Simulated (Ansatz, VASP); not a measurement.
## CaIrN2: VASP beside Ansatz

File INCAR:

```
SYSTEM = CaIrN2
AGGAC = 1.0
AGGAX = 1.0
ALDAC = 0.0
ALDAX = 1.0
ALGO = Normal
EDIFF = 1E-6
ENCUT = 520
GGA = B5
ISIF = 2
ISMEAR = -1
LASPH = .True.
LCHARG = .False.
LREAL = .False.
LWAVE = .False.
NBANDS = 22
NELM = 100
PREC = Accurate
SIGMA = 0.05
```

KPOINTS

```
k-points
0
Gamma
  5 5 5
  0 0 0
```

File POSCAR:

```
CaIrN2
1.0
    1.6488500006      0.9519639917      5.0094002244
   -1.6488500006      0.9519639917      5.0094002244
    0.0000000000     -1.9039279834      5.0094002244
Ir Ca N
1 1 2
Direct
    0.5000000000      0.5000000000      0.5000000000
    0.0000000000      0.0000000000      0.0000000000
    0.2308810000      0.2308810000      0.2308810000
    0.7691190000      0.7691190000      0.7691190000
```

The input input.yaml:

```yaml
crystal:
  lattice:
    - [1.6488500006, 0.9519639917, 5.0094002244]
    - [-1.6488500006, 0.9519639917, 5.0094002244]
    - [0.0, -1.9039279834, 5.0094002244]
  atoms:
    - { symbol: Ir, position: [0.5, 0.5, 0.5] }
    - { symbol: Ca, position: [0.0, 0.0, 0.0] }
    - { symbol: "N", position: [0.230881, 0.230881, 0.230881] }
    - { symbol: "N", position: [0.769119, 0.769119, 0.769119] }
hamiltonian:
  xc: blyp
  pseudopotentials: { kind: paw }
kpoints:
  mp_grid: { grid: [5, 5, 5] }
scf:
  occupations: { method: fermi_dirac, width: 0.05 }
  n_extra_bands: 10
output:
  forces: true
  stress: true
  eigenvalues: true
  dos: { projected: true, de: 0.05, nscf_kmesh: { grid: [8, 8, 8] } }
```

Alike in both runs: functional BLYP; k mesh 5 × 5 × 5; occupations fermi-dirac, width 0.05 eV; no spin polarisation.

|  | VASP | Ansatz |
| --- | --- | --- |
| version | VASP 6.6.1 | Ansatz 0.2.0 |
| potentials or method | VASP PAW PBE potentials, release 64 (Ir, Ca_sv, N) | Ansatz PAW |
| plane-wave cutoff (eV) | 520 | 420 |
| valence electrons in the cell | 29 | 37 |
| task | single point | projected density of states |

Ansatz gave:

```
gap on the k mesh at the Fermi level (eV)                     : none
pressure (GPa)                                                : 7.0
traceless stress, the component that is largest in VASP (GPa) : -0.82
rms of the force components (eV/Å)                            : 0.119
```

**Question.** Estimate VASP's values.

**Answer.** gap on the k mesh at the Fermi level (eV): none; pressure (GPa): 8.8; traceless stress, the component that is largest in VASP (GPa): -1.26; rms of the force components (eV/Å): 0.160.

VASP's potentials were made for PBE, not for BLYP. Atom by atom the forces differ by 0.040 eV/Å (rms over components). A gap of «none» marks a metal or a gap that the smearing closes. With one functional, cell and mesh, what is left measures potentials, basis and numerics. VASP's potentials hold 29 valence electrons a cell and Ansatz's 37, so a difference there can come from the potentials and not from the codes.

The k mesh is coarse, so the values compare programs but aren't converged. Spin-orbit coupling is off throughout.
